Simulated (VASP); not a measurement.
# Ca (P6_3/mmc) in VASP: further runs

The runs below take Ca through electric field gradients, with PBEsol.

Everything below comes from runs of VASP 6.6.1. Logs are shortened: lines on timing, memory, paths and dates and some standing lists are left out, and cuts for length are marked.

## 1. The cell of the first run

It takes space group P6_3/mmc (No. 194, hexagonal). The conventional cell has a = 3.926 Å, b = 3.926 Å, c = 6.432 Å, α = 90.00°, β = 90.00°, γ = 120.00°. Within 5.2 Å of Ca (site symmetry -6m2) lie 12 Ca at 3.93 Å.

## 2. Electric field gradients, PBEsol (functional pbesol, volume scaled by 0.96)

Contents of INCAR:

```
ALGO = Normal ; EDIFF = 1E-8
ENCUT = 520 ; GGA = PS
ISIF = 2 ; ISMEAR = -1
LASPH = True ; LCHARG = False
LEFG = True ; LREAL = False
LWAVE = False ; NBANDS = 17
NELM = 60 ; PREC = Accurate
SIGMA = 0.08
```

Contents of KPOINTS:

```
k-points
0
Gamma
  10 10 5
```

Contents of POSCAR:

```
Ca
1.0
    3.9262091494      0.0000000000      0.0000000000
   -1.9631045747      3.4001968640      0.0000000000
    0.0000000000      0.0000000000      6.4318810898
Ca
2
Direct
    0.3333333333      0.6666666667      0.2500000000
    0.6666666667      0.3333333333      0.7500000000
```

Potentials or basis: VASP PAW PBE potentials, release 64 (Ca_sv).

Command:

```sh
> cat potpaw_PBE.64/Ca_sv/POTCAR > POTCAR
> mpirun -np 1 vasp_std > vasp.out
```

OUTCAR:

```text
EDIFF = 1E-8
   ENCUT = 520
   GGA = PS
   ISIF = 2
   ISMEAR = -1
   LASPH = True
   LREAL = False
   NELM = 60
   PREC = Accurate

 ion  position               nearest neighbor table
   1  0.333  0.667  0.250-
   2  0.667  0.333  0.750-

  LATTYP: Found a hexagonal cell.
 ALAT       =     3.9262091494
 C/A-ratio  =     1.6381911521

  Lattice vectors:

 A1 = (   3.9262091494,   0.0000000000,   0.0000000000)
 A2 = (  -1.9631045747,   3.4001968640,   0.0000000000)
 A3 = (   0.0000000000,   0.0000000000,   6.4318810898)

Analysis of symmetry for initial positions (statically):
=====================================================================
 Subroutine PRICEL returns:
 Original cell was already a primitive cell.

 Routine SETGRP: Setting up the symmetry group for a
 hexagonal supercell.

 Subroutine GETGRP returns: Found 24 space group operations
 (whereof 12 operations were pure point group operations)
 out of a pool of 24 trial point group operations.

The static configuration has the point symmetry D_3d.
 The point group associated with its full space group is D_6h.

Analysis of symmetry for dynamics (positions and initial velocities):
=====================================================================
 Subroutine PRICEL returns:
 Original cell was already a primitive cell.

 Routine SETGRP: Setting up the symmetry group for a
 hexagonal supercell.

 Subroutine GETGRP returns: Found 24 space group operations
 (whereof 12 operations were pure point group operations)
 out of a pool of 24 trial point group operations.

The dynamic configuration has the point symmetry D_3d.
 The point group associated with its full space group is D_6h.

 Subroutine INISYM returns: Found 24 space group operations
 (whereof 12 operations are pure point group operations),
 and found     1 'primitive' translations

----------------------------------------------------------------------------------------

                                     Primitive cell

  volume of cell :      85.8649

  direct lattice vectors                    reciprocal lattice vectors
     3.926209149  0.000000000  0.000000000     0.254698607  0.147050309  0.000000000
    -1.963104575  3.400196864  0.000000000     0.000000000  0.294100618  0.000000000
     0.000000000  0.000000000  6.431881090     0.000000000  0.000000000  0.155475511

  length of vectors
     3.926209149  3.926209149  6.431881090     0.294100618  0.294100618  0.155475511

  position of ions in fractional coordinates (direct lattice)
     0.333333333  0.666666667  0.250000000
     0.666666667  0.333333333  0.750000000

  ion indices of the primitive-cell ions
   primitive index   ion index
                 1           1
                 2           2

----------------------------------------------------------------------------------------

 KPOINTS: k-points

Automatic generation of k-mesh.
 Grid dimensions read from file:
 generate k-points for:   10   10    5

 Generating k-lattice:

  Cartesian coordinates                     Fractional coordinates (reciprocal lattice)
     0.025469861  0.014705031  0.000000000     0.100000000  0.000000000  0.000000000
     0.000000000  0.029410062  0.000000000     0.000000000  0.100000000  0.000000000
     0.000000000  0.000000000  0.031095102     0.000000000  0.000000000  0.200000000

  Length of vectors
     0.029410062  0.029410062  0.031095102

  Shift w.r.t. Gamma in fractional coordinates (k-lattice)
     0.000000000  0.000000000  0.000000000

 Subroutine IBZKPT returns following result:
 ===========================================

 Found     42 irreducible k-points:

 Following reciprocal coordinates:
            Coordinates               Weight
  0.000000  0.000000  0.000000      1.000000
  0.100000  0.000000  0.000000      6.000000
  0.200000  0.000000  0.000000      6.000000
  0.300000  0.000000  0.000000      6.000000
  0.400000  0.000000  0.000000      6.000000
  0.500000 -0.000000  0.000000      3.000000
[... 16 lines left out ...]
  0.300000  0.100000  0.200000     24.000000
  0.400000  0.100000  0.200000     24.000000
 [... further k-points ...]
   k-points           NKPTS =     42   k-points in BZ     NKDIM =     42   number of bands    NBANDS=     17
   number of dos      NEDOS =    301   number of ions     NIONS =      2
   total plane-waves  NPLWV =  43200
   dimension x,y,z NGX =    30 NGY =   30 NGZ =   48
   dimension x,y,z NGXF=    60 NGYF=   60 NGZF=   96
   ions per type =               2
   NGX,Y,Z   is equivalent  to a cutoff of  12.70, 12.70, 12.41 a.u.
   NGXF,Y,Z  is equivalent  to a cutoff of  25.41, 25.41, 24.81 a.u.
 SYSTEM =  unknown system
   PREC   = accura    normal or accurate (medium, high low for compatibility)
   ISTART =      0    job   : 0-new  1-cont  2-samecut
   ICHARG =      2    charge: 1-file 2-atom 10-const
   ISPIN  =      1    spin polarized calculation?
   LNONCOLLINEAR =      F non collinear calculations
   LSORBIT =      F    spin-orbit coupling
   LASPH  =      T    aspherical Exc in radial PAW
   ENCUT  =  520.0 eV  38.22 Ry    6.18 a.u.   7.30  7.30 11.96*2*pi/ulx,y,z
   NELM   =     60;   NELMIN=  2; NELMDL= -5     # of ELM steps
   EDIFF  = 0.1E-07   stopping-criterion for ELM
   LREAL  =      F    real-space projection
   EDIFFG = 0.1E-06   stopping-criterion for IOM
   NSW    =      0    number of steps for IOM
   IBRION =     -1    ionic relax: 0-MD 1-quasi-New 2-CG
   NFREE  =      0    steps in history (QN), initial steepest desc. (CG)
   ISIF   =      2    stress and relaxation
   ISYM   =      2    0-nonsym 1-usesym 2-fastsym
   POTIM  = 0.5000    time-step for ionic-motion
   TEBEG  =    0.0;   TEEND  =   0.0 temperature during run
   PSTRESS=    0.0 pullay stress
   NELECT =      20.0000    total number of electrons
   NUPDOWN=      -1.0000    fix difference up-down
   EMIN   =  10.00;   EMAX   =-10.00  energy-range for DOS
   EFERMI =   0.00;   METHOD = LEGACY
   ISMEAR =    -1;   SIGMA  =   0.08  broadening in eV -4-tet -1-fermi 0-gaus
   EFERMI_NEDOS =   21; number of points for ismear=-14 and -15
   IALGO  =     38    algorithm
   IMIX   =      4    mixing-type and parameters
     AMIX     =   0.40;   BMIX     =  1.00
     AMIX_MAG =   1.60;   BMIX_MAG =  1.00
  volume/ion in A,a.u.               =      42.93       289.72
  Fermi-wavevector in a.u.,A,eV,Ry     =   1.007271  1.903466 13.804401  1.014595
  Thomas-Fermi vector in A             =   2.140065
   LORBIT       =      0    0 simple, 1 ext, 2 COOP (PROOUT), +10 PAW based schemes
   GGA     = PS    functional components
   LHFCALC =     F    Hartree Fock is set to
   AEXX    =    0.0000 exact exchange contribution
   IVDW    =     0    specifies the selected vdW correction
   LEPSILON=     F    determine dielectric tensor
   LRPA    =     F    only Hartree local field effects (RPA)
 non-spin polarized calculation
  energy-cutoff  :      520.00
  volume of cell :       85.86
 maximum number of plane-waves:      2352
 NGX is ok and might be reduce to    30
   NGX = 15   NGY = 15   NGZ = 23

 number of electron      19.9999992 magnetization

 Free energy of the ion-electron system (eV)
  ---------------------------------------------------
  ext. energy  EPLUGINS =         0.00000000
  ---------------------------------------------------
  free energy    TOTEN  =        -4.27621000 eV

  energy without entropy =       -4.22051047  energy(sigma->0) =       -4.24836023

 E-fermi :   1.8698     XC(G=0):  -7.7550

 val. band max:        1.8602240630   @ k =   0.3000   0.3000   0.0000
 cond. band min:       1.8762114100   @ k =   0.3000   0.0000   0.0000
 fundamental gap:      0.0159873470
 Fermi energy:         1.8698012427

 k-point     1 :       0.0000    0.0000    0.0000
  band No.  band energies     occupation
      1     -40.0445      2.00000
      2     -40.0318      2.00000
      3     -21.1642      2.00000
      4     -21.0599      2.00000
      5     -21.0599      2.00000
      6     -21.0418      2.00000
[... 9 lines left out ...]
     16       4.4231      0.00000
     17       4.8161      0.00000

 k-point     2 :       0.1000    0.0000    0.0000
  band No.  band energies     occupation
      1     -40.0433      2.00000
      2     -40.0313      2.00000
      3     -21.1600      2.00000
      4     -21.0695      2.00000
      5     -21.0629      2.00000
      6     -21.0518      2.00000
[... 9 lines left out ...]
     16       4.5312      0.00000
     17       4.6559      0.00000

 k-point     3 :       0.2000    0.0000    0.0000
  band No.  band energies     occupation
      1     -40.0404      2.00000
      2     -40.0299      2.00000
      3     -21.1484      2.00000
      4     -21.0949      2.00000
      5     -21.0775      2.00000
      6     -21.0707      2.00000
[... 9 lines left out ...]
     16       4.5502      0.00000
     17       4.5912      0.00000

 k-point     4 :       0.3000    0.0000    0.0000
  band No.  band energies     occupation
      1     -40.0365      2.00000
      2     -40.0284      2.00000
      3     -21.1318      2.00000
      4     -21.1266      2.00000
      5     -21.1085      2.00000
      6     -21.0800      2.00000
[... 9 lines left out ...]
     16       4.9363      0.00000
     17       5.0451      0.00000

 k-point     5 :       0.4000    0.0000    0.0000
  band No.  band energies     occupation
      1     -40.0331      2.00000
      2     -40.0275      2.00000
      3     -21.1524      2.00000
      4     -21.1331      2.00000
      5     -21.1149      2.00000
      6     -21.0874      2.00000
[... 9 lines left out ...]
     16       5.4042      0.00000
     17       5.6224      0.00000

 k-point     6 :       0.5000   -0.0000    0.0000
  band No.  band energies     occupation
      1     -40.0315      2.00000
      2     -40.0274      2.00000
      3     -21.1623      2.00000
      4     -21.1423      2.00000
      5     -21.1062      2.00000
      6     -21.0902      2.00000
[... 9 lines left out ...]
     16       5.8649      0.00000
     17       5.9375      0.00000
[... 281 lines left out ...]
 k-point    21 :       0.1000    0.1000    0.2000
  band No.  band energies     occupation
      1     -40.0403      2.00000
      2     -40.0313      2.00000
      3     -21.1434      2.00000
      4     -21.0814      2.00000
      5     -21.0781      2.00000
      6     -21.0649      2.00000
[... 9 lines left out ...]
     16       4.5459      0.00000
     17       4.8217      0.00000

 k-point    22 :       0.2000    0.1000    0.2000
  band No.  band energies     occupation
      1     -40.0370      2.00000
      2     -40.0297      2.00000
      3     -21.1375      2.00000
      4     -21.1066      2.00000
      5     -21.0994      2.00000
      6     -21.0754      2.00000
[... 9 lines left out ...]
     16       4.7335      0.00000
     17       4.9907      0.00000

 k-point    23 :       0.3000    0.1000    0.2000
  band No.  band energies     occupation
      1     -40.0336      2.00000
      2     -40.0284      2.00000
      3     -21.1472      2.00000
      4     -21.1308      2.00000
      5     -21.1040      2.00000
      6     -21.0855      2.00000
[... 9 lines left out ...]
     16       5.0429      0.00000
     17       5.4278      0.00000

 k-point    24 :       0.4000    0.1000    0.2000
  band No.  band energies     occupation
      1     -40.0312      2.00000
      2     -40.0278      2.00000
      3     -21.1615      2.00000
      4     -21.1448      2.00000
      5     -21.0996      2.00000
      6     -21.0882      2.00000
[... 9 lines left out ...]
     16       5.4041      0.00000
     17       5.5644      0.00000

 [... further k-points ...]
[... 5 lines left out ...]
  --------------------------------------------------------------------------------------
  -------------------------------------------------------------------------------------
  Total       -0.4910740     -0.4910740     -0.3408783     -0.0000000      0.0000000      0.0000000
  in kB       -9.1630914     -9.1630914     -6.3605464     -0.0000000      0.0000000      0.0000000
  external PRESSURE =      -8.2289098 kB  Pullay stress =       0.0000000 kB

 VOLUME and BASIS-vectors are now :
 -----------------------------------------------------------------------------
  energy-cutoff  :      520.00
  volume of cell :       85.86
      direct lattice vectors                 reciprocal lattice vectors
     3.926209149  0.000000000  0.000000000     0.254698607  0.147050309  0.000000000
    -1.963104575  3.400196864  0.000000000     0.000000000  0.294100618  0.000000000
     0.000000000  0.000000000  6.431881090     0.000000000  0.000000000  0.155475511

 POSITION                                       TOTAL-FORCE (eV/Angst)
 -----------------------------------------------------------------------------------
     -0.00000      2.26680      1.60797         0.000000      0.000000      0.000000
      1.96310      1.13340      4.82391        -0.000000      0.000000      0.000000
 -----------------------------------------------------------------------------------
    total drift:                               -0.000000      0.000000     -0.000000

  FREE ENERGIE OF THE ION-ELECTRON SYSTEM (eV)
  ---------------------------------------------------
  free  energy   TOTEN  =        -4.2762099961 eV

  energy  without entropy=       -4.2205104677  energy(sigma->0) =       -4.24836023

 Electric field gradients (V/A^2)
---------------------------------------------------------------------
 ion       V_xx      V_yy      V_zz      V_xy      V_xz      V_yz
---------------------------------------------------------------------
   1       2.115     2.115    -4.231     0.000     0.000    -0.000
   2       2.115     2.115    -4.231     0.000    -0.000     0.000
---------------------------------------------------------------------

 Electric field gradients after diagonalization (V/A^2)
 (convention: |V_zz| > |V_xx| > |V_yy|)
----------------------------------------------------------------------
 ion       V_xx      V_yy      V_zz     asymmetry (V_yy - V_xx)/ V_zz
----------------------------------------------------------------------
   1       2.115     2.115    -4.231       0.000
   2       2.115     2.115    -4.231       0.000
----------------------------------------------------------------------

           NMR quadrupolar parameters

 Cq : quadrupolar parameter    Cq=e*Q*V_zz/h
 eta: asymmetry parameters     (V_yy - V_xx)/ V_zz
 Q  : nuclear electric quadrupole moment in mb (millibarn)
----------------------------------------------------------------------
 ion       Cq(MHz)       eta       Q (mb)
----------------------------------------------------------------------
   1      -0.010       0.000       1.000
   2      -0.010       0.000       1.000
----------------------------------------------------------------------
```

It took 41 s on 1 thread of Intel Xeon Platinum 8488C (Sapphire Rapids), shared host; peak memory 0.21 GiB.

What came out:

* Free energy: -4.2762 eV
* Pressure: -0.8 GPa
* Band gap on the k mesh: zero (band 10 reaches 2.00 eV, above the bottom of band 11 at 1.64 eV)

Stress tensor (GPa, compression positive):
```
-0.92  0.00  0.00
 0.00 -0.92  0.00
 0.00  0.00 -0.64
```

Levels at points of the mesh, in eV from the Fermi level:
| k point | band 8 | band 9 | band 10 | band 11 | band 12 | band 13 |
| --- | --- | --- | --- | --- | --- | --- |
| (0.00, 0.00, 0.00) | -22.90 | -4.05 | -1.06 | -0.23 | 2.23 | 2.25 |
| (0.50, 0.00, 0.00) | -22.93 | -1.14 | -0.71 | 0.21 | 0.37 | 1.34 |

Electric field gradients, principal values (V/Å²):
```tsv
atom	least	middle	greatest (by size)
1 Ca	2.115	2.115	-4.231
2 Ca	2.115	2.115	-4.231
```

Caveat: without QUAD_EFG the Cq values of the log hold for a quadrupole moment of 1 mb, not for the nuclei; the PAW data sets were made with another functional, which shifts forces and pressure a little.

[end of part 1 of 2]
